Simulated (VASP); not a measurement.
# LuHfO (P-6m2) in VASP: notebook

LuHfO is run at these levels: PBE; tasks: single point, relaxation of cell and atoms.

All numbers are computed with VASP 6.6.1; they aren't measurements. Logs are shortened: lines on timing, memory, paths and dates and some standing lists are left out, and cuts for length are marked.

## 1. The cell of the first run

It takes space group P-6m2 (No. 187, hexagonal). The conventional cell has a = 4.869 Å, b = 4.869 Å, c = 2.904 Å, α = 90.00°, β = 90.00°, γ = 120.00°. Lu (site symmetry -6m2) has 3 Hf at 2.81 Å and 2 Lu at 2.90 Å and 6 O at 3.16 Å within 3.7 Å. Hf (site symmetry -6m2) has 3 Lu at 2.81 Å and 2 Hf at 2.90 Å and 6 O at 3.16 Å within 3.7 Å. Within 3.8 Å of O (site symmetry -6m2) lie 2 O at 2.90 Å and 6 Lu at 3.16 Å and 6 Hf at 3.16 Å.

The cell was built from a structure type or drawn by symmetry, and may not be a known phase.

## 2. Single point, PBE

File INCAR:

```
PREC     = Accurate       # precision mode
ENCUT    = 520            # plane-wave cutoff, eV
EDIFF    = 1E-7           # SCF threshold, eV
ISMEAR   = 0              # smearing method
SIGMA    = 0.1            # smearing width, eV
LREAL    = False          # projectors in reciprocal space
LASPH    = True           # aspherical terms in the spheres
NELM     = 60             # most SCF steps
ALGO     = Normal         # electronic algorithm
ISIF     = 2              # what is computed and relaxed
LWAVE    = False          # write WAVECAR
LCHARG   = True           # write CHGCAR
GGA      = PE             # functional
LELF     = True           # ELF
LVHAR    = True         
NBANDS   = 28             # bands
```

File KPOINTS:

```
Automatic mesh
0
Gamma
  12 12 16
```

File POSCAR:

```
LuHfO
1.0
    4.8687357630      0.0000000000      0.0000000000
   -2.4343678815      4.2164488551      0.0000000000
    0.0000000000      0.0000000000      2.9040088129
Lu Hf O
1 1 1
Direct
    0.0000000000      0.0000000000      0.5000000000
    0.3333333333      0.6666666667      0.5000000000
    0.6666666667      0.3333333333      0.0000000000
```

Potentials or basis: VASP PAW PBE potentials, release 64 (Lu, Hf_pv, O).

Started as:

```console
$ cat potpaw_PBE.64/Lu/POTCAR potpaw_PBE.64/Hf_pv/POTCAR potpaw_PBE.64/O/POTCAR > POTCAR
$ mpirun -np 1 vasp_std > vasp.out
```

OUTCAR:

```text
PREC = Accurate
   ENCUT = 520
   EDIFF = 1E-7
   ISMEAR = 0
   LREAL = False
   LASPH = True
   NELM = 60
   ISIF = 2
   GGA = PE

 ion  position               nearest neighbor table
   1  0.000  0.000  0.500-   2 2.81   2 2.81   2 2.81
   2  0.333  0.667  0.500-   1 2.81   1 2.81   1 2.81
   3  0.667  0.333  0.000-

  LATTYP: Found a hexagonal cell.
 ALAT       =     4.8687357630
 C/A-ratio  =     0.5964605504

  Lattice vectors:

 A1 = (   4.8687357630,   0.0000000000,   0.0000000000)
 A2 = (  -2.4343678815,   4.2164488551,   0.0000000000)
 A3 = (   0.0000000000,   0.0000000000,   2.9040088129)

Analysis of symmetry for initial positions (statically):
=====================================================================
 Subroutine PRICEL returns:
 Original cell was already a primitive cell.

 Routine SETGRP: Setting up the symmetry group for a
 hexagonal supercell.

 Subroutine GETGRP returns: Found 12 space group operations
 (whereof 12 operations were pure point group operations)
 out of a pool of 24 trial point group operations.

The static configuration has the point symmetry D_3h.

Analysis of symmetry for dynamics (positions and initial velocities):
=====================================================================
 Subroutine PRICEL returns:
 Original cell was already a primitive cell.

 Routine SETGRP: Setting up the symmetry group for a
 hexagonal supercell.

 Subroutine GETGRP returns: Found 12 space group operations
 (whereof 12 operations were pure point group operations)
 out of a pool of 24 trial point group operations.

The dynamic configuration has the point symmetry D_3h.

 Subroutine INISYM returns: Found 12 space group operations
 (whereof 12 operations are pure point group operations),
 and found     1 'primitive' translations

----------------------------------------------------------------------------------------

                                     Primitive cell

  volume of cell :      59.6157

  direct lattice vectors                    reciprocal lattice vectors
     4.868735763  0.000000000  0.000000000     0.205392128  0.118583201  0.000000000
    -2.434367882  4.216448855  0.000000000     0.000000000  0.237166401  0.000000000
     0.000000000  0.000000000  2.904008813     0.000000000  0.000000000  0.344351572

  length of vectors
     4.868735763  4.868735763  2.904008813     0.237166401  0.237166401  0.344351572

  position of ions in fractional coordinates (direct lattice)
     0.000000000  0.000000000  0.500000000
     0.333333333  0.666666667  0.500000000
     0.666666667  0.333333333  0.000000000

  ion indices of the primitive-cell ions
   primitive index   ion index
                 1           1
                 2           2
                 3           3

----------------------------------------------------------------------------------------

 KPOINTS: Automatic mesh

Automatic generation of k-mesh.
 Grid dimensions read from file:
 generate k-points for:   12   12   16

 Generating k-lattice:

  Cartesian coordinates                     Fractional coordinates (reciprocal lattice)
     0.017116011  0.009881933  0.000000000     0.083333333  0.000000000  0.000000000
     0.000000000  0.019763867  0.000000000     0.000000000  0.083333333  0.000000000
     0.000000000  0.000000000  0.021521973     0.000000000  0.000000000  0.062500000

  Length of vectors
     0.019763867  0.019763867  0.021521973

  Shift w.r.t. Gamma in fractional coordinates (k-lattice)
     0.000000000  0.000000000  0.000000000

 Subroutine IBZKPT returns following result:
 ===========================================

 Found    171 irreducible k-points:

 Following reciprocal coordinates:
            Coordinates               Weight
  0.000000  0.000000  0.000000      1.000000
  0.083333  0.000000  0.000000      6.000000
  0.166667  0.000000  0.000000      6.000000
  0.250000  0.000000  0.000000      6.000000
  0.333333  0.000000  0.000000      6.000000
  0.416667  0.000000  0.000000      6.000000
[... 16 lines left out ...]
  0.250000  0.000000  0.062500     12.000000
  0.333333  0.000000  0.062500     12.000000
 [... further k-points ...]
   k-points           NKPTS =    171   k-points in BZ     NKDIM =    171   number of bands    NBANDS=     28
   number of dos      NEDOS =    301   number of ions     NIONS =      3
   total plane-waves  NPLWV =  31104
   dimension x,y,z NGX =    36 NGY =   36 NGZ =   24
   dimension x,y,z NGXF=    72 NGYF=   72 NGZF=   48
   ions per type =               1   1   1
   NGX,Y,Z   is equivalent  to a cutoff of  12.29, 12.29, 13.74 a.u.
   NGXF,Y,Z  is equivalent  to a cutoff of  24.58, 24.58, 27.48 a.u.
 SYSTEM =  unknown system
   PREC   = accura    normal or accurate (medium, high low for compatibility)
   ISTART =      0    job   : 0-new  1-cont  2-samecut
   ICHARG =      2    charge: 1-file 2-atom 10-const
   ISPIN  =      1    spin polarized calculation?
   LNONCOLLINEAR =      F non collinear calculations
   LSORBIT =      F    spin-orbit coupling
   LASPH  =      T    aspherical Exc in radial PAW
   ENCUT  =  520.0 eV  38.22 Ry    6.18 a.u.   9.05  9.05  5.40*2*pi/ulx,y,z
   NELM   =     60;   NELMIN=  2; NELMDL= -5     # of ELM steps
   EDIFF  = 0.1E-06   stopping-criterion for ELM
   LREAL  =      F    real-space projection
   EDIFFG = 0.1E-05   stopping-criterion for IOM
   NSW    =      0    number of steps for IOM
   IBRION =     -1    ionic relax: 0-MD 1-quasi-New 2-CG
   NFREE  =      0    steps in history (QN), initial steepest desc. (CG)
   ISIF   =      2    stress and relaxation
   ISYM   =      2    0-nonsym 1-usesym 2-fastsym
   POTIM  = 0.5000    time-step for ionic-motion
   TEBEG  =    0.0;   TEEND  =   0.0 temperature during run
   PSTRESS=    0.0 pullay stress
   NELECT =      41.0000    total number of electrons
   NUPDOWN=      -1.0000    fix difference up-down
   EMIN   =  10.00;   EMAX   =-10.00  energy-range for DOS
   EFERMI =   0.00;   METHOD = LEGACY
   ISMEAR =     0;   SIGMA  =   0.10  broadening in eV -4-tet -1-fermi 0-gaus
   EFERMI_NEDOS =   21; number of points for ismear=-14 and -15
   IALGO  =     38    algorithm
   IMIX   =      4    mixing-type and parameters
     AMIX     =   0.40;   BMIX     =  1.00
     AMIX_MAG =   1.60;   BMIX_MAG =  1.00
  volume/ion in A,a.u.               =      19.87       134.10
  Fermi-wavevector in a.u.,A,eV,Ry     =   1.445049  2.730746 28.411217  2.088166
  Thomas-Fermi vector in A             =   2.563275
   LORBIT       =      0    0 simple, 1 ext, 2 COOP (PROOUT), +10 PAW based schemes
   GGA     = PE    functional components
   LHFCALC =     F    Hartree Fock is set to
   AEXX    =    0.0000 exact exchange contribution
   IVDW    =     0    specifies the selected vdW correction
   LEPSILON=     F    determine dielectric tensor
   LRPA    =     F    only Hartree local field effects (RPA)
 non-spin polarized calculation
 Gauss-broadening in eV      SIGMA  =   0.10
  energy-cutoff  :      520.00
  volume of cell :       59.62
 maximum number of plane-waves:      1626
   NGX = 19   NGY = 19   NGZ = 11

 number of electron      40.9999998 magnetization

 Free energy of the ion-electron system (eV)
  ---------------------------------------------------
  ext. energy  EPLUGINS =         0.00000000
  ---------------------------------------------------
  free energy    TOTEN  =       -16.57496236 eV

  energy without entropy =      -16.54970608  energy(sigma->0) =      -16.56233422

 E-fermi :   2.8944     XC(G=0): -10.9274

 val. band max:        2.8929434120   @ k =   0.3333   0.0833   0.4375
 cond. band min:       2.8958238155   @ k =   0.5000   0.0000   0.4375
 fundamental gap:      0.0028804035
 Fermi energy:         2.8943975704

 k-point     1 :       0.0000    0.0000    0.0000
  band No.  band energies     occupation
      1     -53.4019      2.00000
      2     -28.2568      2.00000
      3     -28.2568      2.00000
      4     -27.4888      2.00000
      5     -24.1049      2.00000
      6     -24.1049      2.00000
[... 20 lines left out ...]
     27       6.7162      0.00000
     28       9.6895      0.00000

 k-point     2 :       0.0833    0.0000    0.0000
  band No.  band energies     occupation
      1     -53.4019      2.00000
      2     -28.2578      2.00000
      3     -28.2547      2.00000
      4     -27.4887      2.00000
      5     -24.1085      2.00000
      6     -24.1031      2.00000
[... 20 lines left out ...]
     27       6.7300      0.00000
     28       9.6726      0.00000

 k-point     3 :       0.1667    0.0000    0.0000
  band No.  band energies     occupation
      1     -53.4021      2.00000
      2     -28.2605      2.00000
      3     -28.2489      2.00000
      4     -27.4884      2.00000
      5     -24.1183      2.00000
      6     -24.0982      2.00000
[... 20 lines left out ...]
     27       6.7746      0.00000
     28       9.4535      0.00000

 k-point     4 :       0.2500    0.0000    0.0000
  band No.  band energies     occupation
      1     -53.4022      2.00000
      2     -28.2641      2.00000
      3     -28.2410      2.00000
      4     -27.4880      2.00000
      5     -24.1315      2.00000
      6     -24.0914      2.00000
[... 20 lines left out ...]
     27       6.8536      0.00000
     28       9.1079      0.00000

 k-point     5 :       0.3333    0.0000    0.0000
  band No.  band energies     occupation
      1     -53.4024      2.00000
      2     -28.2677      2.00000
      3     -28.2331      2.00000
      4     -27.4875      2.00000
      5     -24.1446      2.00000
      6     -24.0847      2.00000
[... 20 lines left out ...]
     27       6.9582      0.00000
     28       8.7641      0.00000

 k-point     6 :       0.4167    0.0000    0.0000
  band No.  band energies     occupation
      1     -53.4025      2.00000
      2     -28.2704      2.00000
      3     -28.2273      2.00000
      4     -27.4872      2.00000
      5     -24.1541      2.00000
      6     -24.0798      2.00000
[... 463 lines left out ...]
      5     -24.1032      2.00000
      6     -24.0978      2.00000
[... 20 lines left out ...]
     27       6.5143      0.00000
     28       9.3256      0.00000

 k-point    22 :       0.1667    0.0000    0.0625
  band No.  band energies     occupation
      1     -53.3988      2.00000
      2     -28.2565      2.00000
      3     -28.2450      2.00000
      4     -27.5247      2.00000
      5     -24.1129      2.00000
      6     -24.0929      2.00000
[... 20 lines left out ...]
     27       6.5966      0.00000
     28       9.2535      0.00000

 k-point    23 :       0.2500    0.0000    0.0625
  band No.  band energies     occupation
      1     -53.3989      2.00000
      2     -28.2601      2.00000
      3     -28.2371      2.00000
      4     -27.5242      2.00000
      5     -24.1260      2.00000
      6     -24.0862      2.00000
[... 20 lines left out ...]
     27       6.7354      0.00000
     28       9.1897      0.00000

 k-point    24 :       0.3333    0.0000    0.0625
  band No.  band energies     occupation
      1     -53.3991      2.00000
      2     -28.2638      2.00000
      3     -28.2292      2.00000
      4     -27.5238      2.00000
      5     -24.1391      2.00000
      6     -24.0795      2.00000
[... 20 lines left out ...]
     27       7.0097      0.00000
     28       8.9591      0.00000

 [... further k-points ...]

------------------------ aborting loop because EDIFF is reached ----------------------------------------

  FORCE on cell =-STRESS in cart. coord.  units (eV):
  Direction    XX          YY          ZZ          XY          YZ          ZX
  --------------------------------------------------------------------------------------
  -------------------------------------------------------------------------------------
  Total       -0.0779787     -0.0779787     -0.0506375     -0.0000000     -0.0000000      0.0000000
  in kB       -2.0956828     -2.0956828     -1.3608854     -0.0000000     -0.0000000      0.0000000
  external PRESSURE =      -1.8507503 kB  Pullay stress =       0.0000000 kB

 VOLUME and BASIS-vectors are now :
 -----------------------------------------------------------------------------
  energy-cutoff  :      520.00
  volume of cell :       59.62
      direct lattice vectors                 reciprocal lattice vectors
     4.868735763  0.000000000  0.000000000     0.205392128  0.118583201  0.000000000
    -2.434367882  4.216448855  0.000000000     0.000000000  0.237166401  0.000000000
     0.000000000  0.000000000  2.904008813     0.000000000  0.000000000  0.344351572

 POSITION                                       TOTAL-FORCE (eV/Angst)
 -----------------------------------------------------------------------------------
      0.00000      0.00000      1.45200         0.000000     -0.000000      0.000000
     -0.00000      2.81097      1.45200        -0.000000      0.000000      0.000000
      2.43437      1.40548      0.00000         0.000000     -0.000000      0.000000
 -----------------------------------------------------------------------------------
    total drift:                               -0.000000      0.000000      0.000000

  FREE ENERGIE OF THE ION-ELECTRON SYSTEM (eV)
  ---------------------------------------------------
  free  energy   TOTEN  =       -16.5749623641 eV

  energy  without entropy=      -16.5497060841  energy(sigma->0) =      -16.56233422
```

Run time: 1.9 min. Hardware: 1 thread of Intel Xeon 6975P-C (Granite Rapids), shared host; peak memory 0.43 GiB.

What came out:

```
Free energy            : -16.5750 eV
Pressure               : -0.2 GPa
Band gap on the k mesh : zero (an odd number of electrons rules out a gap without spin polarisation)
```

Levels at points of the mesh, in eV from the Fermi level:
```
           k point  band 19  band 20  band 21  band 22  band 23  band 24
(0.00, 0.00, 0.00)    -1.08    -0.64    -0.23     0.88     0.88     2.92
(0.50, 0.00, 0.00)    -1.01    -0.70    -0.33     0.04     0.58     1.84
(0.00, 0.00, 0.50)    -1.39    -1.39     0.42     1.82     1.82     1.93
(0.50, 0.00, 0.50)    -1.17    -0.12     0.05     0.30     0.84     1.46
```

Caveat: spin-orbit coupling is left out, which moves the levels of the heavy elements; an odd number of electrons without spin polarisation forces a metal; a magnetic or distorted state may lie lower.

(Part 1 of 2 ends here.)
